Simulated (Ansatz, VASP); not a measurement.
One calculation of WSe2, two programs

```
CELL_PARAMETERS angstrom
3.24861 0.00000 0.00000
-1.62430 2.81338 0.00000
0.00000 0.00000 23.62832
ATOMIC_POSITIONS crystal
W 0.52955 0.33333 0.13547
W 0.45479 0.66667 0.86453
Se 0.22867 0.66667 0.20589
Se 0.78612 0.33333 0.93511
Se 0.23186 0.66667 0.06489
Se 0.78981 0.33333 0.79411
```

Change from the starting cell: mode 4 frozen in at -0.400 Å and mode 11 at -0.060 Å (largest displacements).

Alike in both runs: task single point; functional LDA; k mesh 9 × 9 × 2; occupations gaussian, width 0.05 eV; no spin polarisation.

```csv
,VASP,Ansatz
version,VASP 6.6.1,Ansatz 0.2.0
potentials or method,"VASP PAW LDA potentials, release 64 (W_sv, Se), cutoff 520 eV","scalar-relativistic, plane waves, PAW"
valence electrons in the cell,52,92
```

Ansatz gave:

- gap on the k mesh at the Fermi level (eV): 1.31
- least direct gap on the mesh (eV): 1.69
- rms of the force components (eV/Å): 0.623

Q: What did VASP give for the same quantities?

A: gap on the k mesh at the Fermi level (eV): 1.30; least direct gap on the mesh (eV): 1.69; rms of the force components (eV/Å): 0.631.

Ansatz warns that its potentials were made for another functional, while VASP's fit it. LDA's correlation is that of Perdew and Zunger in VASP and of Perdew and Wang (1992) in Ansatz. Atom by atom the forces differ by 0.049 eV/Å (rms over components). VASP's potentials hold 52 valence electrons a cell and Ansatz's 92, so a difference there can come from the potentials and not from the codes.

Neither program's run includes spin-orbit coupling.
